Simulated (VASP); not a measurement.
# C (P6_3/mmc) in VASP: relaxation of cell and atoms with r2SCAN

Aim: the relaxation of cell and atoms of C with r2SCAN.

Everything below comes from runs of VASP 6.6.1. Logs are shortened: lines on timing, memory, paths and dates and some standing lists are left out, and cuts for length are marked.

## (1) The cell of the first run

It takes space group P6_3/mmc (No. 194, hexagonal). Conventional cell: a = 2.522 Å, b = 2.522 Å, c = 8.237 Å, α = 90.00°, β = 90.00°, γ = 120.00°. C (site symmetry 3m) has 4 C at 1.54 Å within 2.1 Å. C (site symmetry 3m) has 4 C at 1.54 Å within 2.1 Å.

## (2) Relaxation of cell and atoms, r2SCAN

Input file POSCAR:

```
C
1.0
    2.5221000000      0.0000000000      0.0000000000
   -1.2610500000      2.1842026709      0.0000000000
    0.0000000000      0.0000000000      8.2371000000
C
8
Direct
    0.6666666667      0.3333333333      0.8437500000
    0.3333333333      0.6666666667      0.3437500000
    0.6666666667      0.3333333333      0.6562500000
    0.3333333333      0.6666666667      0.1562500000
    0.0000000000      0.0000000000      0.9062500000
    0.0000000000      0.0000000000      0.4062500000
    0.0000000000      0.0000000000      0.5937500000
    0.0000000000      0.0000000000      0.0937500000
```

Input file INCAR.step1:

```
SYSTEM = C
PREC = Accurate
ENCUT = 600
ISMEAR = -1
SIGMA = 0.05
LREAL = .FALSE.
LASPH = .TRUE.
NELM = 80
GGA = PE
ALGO = Normal
EDIFF = 1E-4
LWAVE = .TRUE.
LCHARG = .FALSE.
```

Input file INCAR.step2:

```
SYSTEM = C
PREC = Accurate
ENCUT = 600
EDIFF = 1E-6
ISMEAR = -1
SIGMA = 0.05
LREAL = .FALSE.
LASPH = .TRUE.
NELM = 80
ALGO = Normal
ISIF = 3
LWAVE = .FALSE.
LCHARG = .FALSE.
METAGGA = R2SCAN
LMIXTAU = .TRUE.
IBRION = 2
NSW = 60
EDIFFG = -0.01
ISTART = 1
```

Input file KPOINTS:

```
Automatic mesh
0
G
  12 12 4
  0 0 0
```

Potentials or basis: VASP PAW PBE potentials, release 64 (C).

Command:

```sh
cat potpaw_PBE.64/C/POTCAR > POTCAR
cp INCAR.step1 INCAR
mpirun -np 1 vasp_std > vasp.out
cp INCAR.step2 INCAR
mpirun -np 1 vasp_std > vasp.out
```

OUTCAR:

```text
SYSTEM = C
   PREC = Accurate
   ENCUT = 600
   EDIFF = 1E-6
   ISMEAR = -1
   LREAL = .FALSE.
   LASPH = .TRUE.
   NELM = 80
   ISIF = 3
   METAGGA = R2SCAN
   IBRION = 2
   NSW = 60
   EDIFFG = -0.01
   ISTART = 1

 ion  position               nearest neighbor table
   1  0.667  0.333  0.844-   3 1.54   5 1.54   5 1.54   5 1.54
   2  0.333  0.667  0.344-   4 1.54   6 1.54   6 1.54   6 1.54
   3  0.667  0.333  0.656-   1 1.54   7 1.54   7 1.54   7 1.54
   4  0.333  0.667  0.156-   2 1.54   8 1.54   8 1.54   8 1.54
   5  0.000  0.000  0.906-   8 1.54   1 1.54   1 1.54   1 1.54
   6  0.000  0.000  0.406-   7 1.54   2 1.54   2 1.54   2 1.54
   7  0.000  0.000  0.594-   6 1.54   3 1.54   3 1.54   3 1.54
   8  0.000  0.000  0.094-   5 1.54   4 1.54   4 1.54   4 1.54

  LATTYP: Found a hexagonal cell.
 ALAT       =     2.5221000000
 C/A-ratio  =     3.2659688355

  Lattice vectors:

 A1 = (   2.5221000000,   0.0000000000,   0.0000000000)
 A2 = (  -1.2610500000,   2.1842026709,   0.0000000000)
 A3 = (   0.0000000000,   0.0000000000,   8.2371000000)

Analysis of symmetry for initial positions (statically):
=====================================================================
 Subroutine PRICEL returns:
 Original cell was already a primitive cell.

 Routine SETGRP: Setting up the symmetry group for a
 hexagonal supercell.

 Subroutine GETGRP returns: Found 24 space group operations
 (whereof 12 operations were pure point group operations)
 out of a pool of 24 trial point group operations.

The static configuration has the point symmetry D_3d.
 The point group associated with its full space group is D_6h.

Analysis of symmetry for dynamics (positions and initial velocities):
=====================================================================
 Subroutine PRICEL returns:
 Original cell was already a primitive cell.

 Routine SETGRP: Setting up the symmetry group for a
 hexagonal supercell.

 Subroutine GETGRP returns: Found 24 space group operations
 (whereof 12 operations were pure point group operations)
 out of a pool of 24 trial point group operations.

The dynamic configuration has the point symmetry D_3d.
 The point group associated with its full space group is D_6h.

 Subroutine INISYM returns: Found 24 space group operations
 (whereof 12 operations are pure point group operations),
 and found     1 'primitive' translations

----------------------------------------------------------------------------------------

                                     Primitive cell

  volume of cell :      45.3764

  direct lattice vectors                    reciprocal lattice vectors
     2.522100000  0.000000000  0.000000000     0.396494984  0.228916486  0.000000000
    -1.261050000  2.184202671  0.000000000     0.000000000  0.457832972  0.000000000
     0.000000000  0.000000000  8.237100000     0.000000000  0.000000000  0.121401950

  length of vectors
     2.522100000  2.522100000  8.237100000     0.457832972  0.457832972  0.121401950

  position of ions in fractional coordinates (direct lattice)
     0.666666667  0.333333333  0.843750000
     0.333333333  0.666666667  0.343750000
     0.666666667  0.333333333  0.656250000
     0.333333333  0.666666667  0.156250000
     0.000000000  0.000000000  0.906250000
     0.000000000  0.000000000  0.406250000
     0.000000000  0.000000000  0.593750000
     0.000000000  0.000000000  0.093750000

  ion indices of the primitive-cell ions
   primitive index   ion index
                 1           1
                 2           2
                 3           3
                 4           4
                 5           5
                 6           6
                 7           7
                 8           8

----------------------------------------------------------------------------------------

 KPOINTS: Automatic mesh

Automatic generation of k-mesh.
 Grid dimensions read from file:
 generate k-points for:   12   12    4

 Generating k-lattice:

  Cartesian coordinates                     Fractional coordinates (reciprocal lattice)
     0.033041249  0.019076374  0.000000000     0.083333333  0.000000000  0.000000000
     0.000000000  0.038152748  0.000000000     0.000000000  0.083333333  0.000000000
     0.000000000  0.000000000  0.030350487     0.000000000  0.000000000  0.250000000

  Length of vectors
     0.038152748  0.038152748  0.030350487

  Shift w.r.t. Gamma in fractional coordinates (k-lattice)
     0.000000000  0.000000000  0.000000000

 Subroutine IBZKPT returns following result:
 ===========================================

 Found     57 irreducible k-points:

 Following reciprocal coordinates:
            Coordinates               Weight
  0.000000  0.000000  0.000000      1.000000
  0.083333  0.000000  0.000000      6.000000
  0.166667  0.000000  0.000000      6.000000
  0.250000  0.000000  0.000000      6.000000
  0.333333  0.000000  0.000000      6.000000
  0.416667  0.000000  0.000000      6.000000
[... 16 lines left out ...]
  0.250000  0.000000  0.250000     12.000000
  0.333333  0.000000  0.250000     12.000000
 [... further k-points ...]
   k-points           NKPTS =     57   k-points in BZ     NKDIM =     57   number of bands    NBANDS=     21
   number of dos      NEDOS =    301   number of ions     NIONS =      8
   total plane-waves  NPLWV =  28000
   dimension x,y,z NGX =    20 NGY =   20 NGZ =   70
   dimension x,y,z NGXF=    40 NGYF=   40 NGZF=  140
   ions per type =               8
   NGX,Y,Z   is equivalent  to a cutoff of  13.18, 13.18, 14.13 a.u.
   NGXF,Y,Z  is equivalent  to a cutoff of  26.37, 26.37, 28.26 a.u.
 SYSTEM =  C
   PREC   = accura    normal or accurate (medium, high low for compatibility)
   ISTART =      1    job   : 0-new  1-cont  2-samecut
   ICHARG =      0    charge: 1-file 2-atom 10-const
   ISPIN  =      1    spin polarized calculation?
   LNONCOLLINEAR =      F non collinear calculations
   LSORBIT =      F    spin-orbit coupling
   LASPH  =      T    aspherical Exc in radial PAW
   ENCUT  =  600.0 eV  44.10 Ry    6.64 a.u.   5.04  5.04 16.45*2*pi/ulx,y,z
   NELM   =     80;   NELMIN=  2; NELMDL=  0     # of ELM steps
   EDIFF  = 0.1E-05   stopping-criterion for ELM
   LREAL  =      F    real-space projection
   EDIFFG = -.1E-01   stopping-criterion for IOM
   NSW    =     60    number of steps for IOM
   IBRION =      2    ionic relax: 0-MD 1-quasi-New 2-CG
   NFREE  =      1    steps in history (QN), initial steepest desc. (CG)
   ISIF   =      3    stress and relaxation
   ISYM   =      2    0-nonsym 1-usesym 2-fastsym
   POTIM  = 0.5000    time-step for ionic-motion
   TEBEG  =    0.0;   TEEND  =   0.0 temperature during run
   PSTRESS=    0.0 pullay stress
   NELECT =      32.0000    total number of electrons
   NUPDOWN=      -1.0000    fix difference up-down
   EMIN   =  10.00;   EMAX   =-10.00  energy-range for DOS
   EFERMI =   0.00;   METHOD = LEGACY
   ISMEAR =    -1;   SIGMA  =   0.05  broadening in eV -4-tet -1-fermi 0-gaus
   EFERMI_NEDOS =   21; number of points for ismear=-14 and -15
   IALGO  =     38    algorithm
   IMIX   =      4    mixing-type and parameters
     AMIX     =   0.40;   BMIX     =  1.00
     AMIX_MAG =   1.60;   BMIX_MAG =  1.00
  volume/ion in A,a.u.               =       5.67        38.28
  Fermi-wavevector in a.u.,A,eV,Ry     =   1.457186  2.753682 28.890486  2.123391
  Thomas-Fermi vector in A             =   2.574017
   LORBIT       =      0    0 simple, 1 ext, 2 COOP (PROOUT), +10 PAW based schemes
   METAGGA = R2SCAN    functional components
   LHFCALC =     F    Hartree Fock is set to
   AEXX    =    0.0000 exact exchange contribution
   IVDW    =     0    specifies the selected vdW correction
   LEPSILON=     F    determine dielectric tensor
   LRPA    =     F    only Hartree local field effects (RPA)
 conjugate gradient relaxation of ions
 non-spin polarized calculation
  energy-cutoff  :      600.00
  volume of cell :       45.38
 maximum number of plane-waves:      1534
   NGX = 11   NGY = 11   NGZ = 33

--------------------------------------- Ionic step        1  -------------------------------------------

 number of electron      31.9999998 magnetization

 Free energy of the ion-electron system (eV)
  ---------------------------------------------------
  ext. energy  EPLUGINS =         0.00000000
  ---------------------------------------------------
  free energy    TOTEN  =       -78.55155534 eV

  energy without entropy =      -78.55155534  energy(sigma->0) =      -78.55155534

------------------------ aborting loop because EDIFF is reached ----------------------------------------

  FORCE on cell =-STRESS in cart. coord.  units (eV):
  Direction    XX          YY          ZZ          XY          YZ          ZX
  --------------------------------------------------------------------------------------
  -------------------------------------------------------------------------------------
  Total       -1.6916217     -1.6916217      2.0273561     -0.0000000      0.0000000      0.0000000
  in kB      -59.7288624    -59.7288624     71.5831904     -0.0000000      0.0000000      0.0000000
  external PRESSURE =     -15.9581782 kB  Pullay stress =       0.0000000 kB
[... 279 lines left out ...]
  energy  without entropy=      -78.5736255318  energy(sigma->0) =      -78.57362553

--------------------------------------- Ionic step        8  -------------------------------------------

 number of electron      31.9999998 magnetization

 Free energy of the ion-electron system (eV)
  ---------------------------------------------------
  ext. energy  EPLUGINS =         0.00000000
  ---------------------------------------------------
  free energy    TOTEN  =       -78.57363525 eV

  energy without entropy =      -78.57363525  energy(sigma->0) =      -78.57363525

 E-fermi :  10.8908     XC(G=0): -14.2757

 val. band max:        9.9049595353   @ k =   0.0000   0.0000   0.0000
 cond. band min:      14.6777909393   @ k =   0.4167   0.0000   0.0000
 fundamental gap:      4.7728314040
 Fermi energy:        10.8907686338

 k-point     1 :       0.0000    0.0000    0.0000
  band No.  band energies     occupation
      1     -12.9951      2.00000
      2     -11.2790      2.00000
      3     -11.1664      2.00000
      4      -7.1394      2.00000
      5      -4.3297      2.00000
      6       2.6034      2.00000
[... 550 lines left out ...]
      5      -2.0398      2.00000
      6      -0.9097      2.00000
[... 13 lines left out ...]
     20      17.7684      0.00000
     21      18.3603      0.00000

 [... further k-points ...]

------------------------ aborting loop because EDIFF is reached ----------------------------------------

  FORCE on cell =-STRESS in cart. coord.  units (eV):
  Direction    XX          YY          ZZ          XY          YZ          ZX
  --------------------------------------------------------------------------------------
  -------------------------------------------------------------------------------------
  Total        0.0015962      0.0015962     -0.0031351      0.0000000      0.0000000      0.0000000
  in kB        0.0565742      0.0565742     -0.1111152      0.0000000      0.0000000      0.0000000
  external PRESSURE =       0.0006777 kB  Pullay stress =       0.0000000 kB
[... 23 lines left out ...]
  FREE ENERGIE OF THE ION-ELECTRON SYSTEM (eV)
  ---------------------------------------------------
  free  energy   TOTEN  =       -78.5736352499 eV

  energy  without entropy=      -78.5736352499  energy(sigma->0) =      -78.57363525

 reached required accuracy - stopping structural energy minimisation
```

Wall time 33 min (1 thread of Oxide Virtual Turin-like, shared host); peak memory 0.16 GiB.

Results:

| Item | Value |
| --- | --- |
| Free energy | -78.5736 eV |
| Relaxed volume | 5.65 Å³/atom |
| Relaxed cell | a = 2.510 Å, b = 2.510 Å, c = 8.282 Å, α = 90.00°, β = 90.00°, γ = 120.00° |
| Space group after relaxing (to 0.1 Å) | P6_3/mmc (No. 194) |
| Energy gained by relaxing | 2.8 meV/atom |
| Ionic steps | 8 |
| Pressure after relaxing | 0.0 GPa |
| Band gap on the k mesh | 4.77 eV (least direct gap 5.54 eV) |

Forces on the atoms (eV/Å):
```
C    0.000  0.000  0.003
C    0.000  0.000  0.003
C    0.000  0.000 -0.003
C    0.000  0.000 -0.003
C    0.000  0.000 -0.001
C    0.000  0.000 -0.001
C    0.000  0.000  0.001
C    0.000  0.000  0.001
```

The path:
```csv
step,energy change (eV),largest force (eV/Å),pressure (GPa),volume (Å³)
1,0.0000,0.3604,-1.60,45.38
2,0.0189,0.5774,2.38,45.00
3,-0.0219,0.0390,-0.15,45.22
4,-0.0219,0.0304,-0.18,45.22
5,-0.0219,0.0496,0.15,45.19
6,-0.0221,0.0104,-0.01,45.21
7,-0.0221,0.0156,0.01,45.20
8,-0.0221,0.0028,0.00,45.20
```

Final structure:
```cif
data_structure
_symmetry_space_group_name_H-M 'P 1'
_symmetry_Int_Tables_number 1
_cell_length_a 2.5105
_cell_length_b 2.5105
_cell_length_c 8.2821
_cell_angle_alpha 90.000
_cell_angle_beta 90.000
_cell_angle_gamma 120.000
_cell_volume 45.20
loop_
_atom_site_label
_atom_site_type_symbol
_atom_site_fract_x
_atom_site_fract_y
_atom_site_fract_z
_atom_site_occupancy
C1 C 0.66667 0.33333 0.84448 1
C2 C 0.33333 0.66667 0.34448 1
C3 C 0.66667 0.33333 0.65552 1
C4 C 0.33333 0.66667 0.15552 1
C5 C 0.00000 0.00000 0.90706 1
C6 C 0.00000 0.00000 0.40706 1
C7 C 0.00000 0.00000 0.59294 1
C8 C 0.00000 0.00000 0.09294 1
```

Levels at points of the mesh, in eV from the valence-band top:
```csv
k point,band 14,band 15,band 16,band 17,band 18,band 19
"(0.00, 0.00, 0.00)",-0.24,0.00,0.00,5.54,5.54,5.72
"(0.50, 0.00, 0.00)",-4.99,-3.90,-3.16,4.85,5.84,6.31
"(0.00, 0.00, 0.50)",-0.70,-0.70,-0.70,6.37,6.37,6.37
"(0.50, 0.00, 0.50)",-5.02,-3.90,-3.90,5.21,5.21,7.37
```

Caveat: the PAW data sets were made with another functional, which shifts forces and pressure a little.
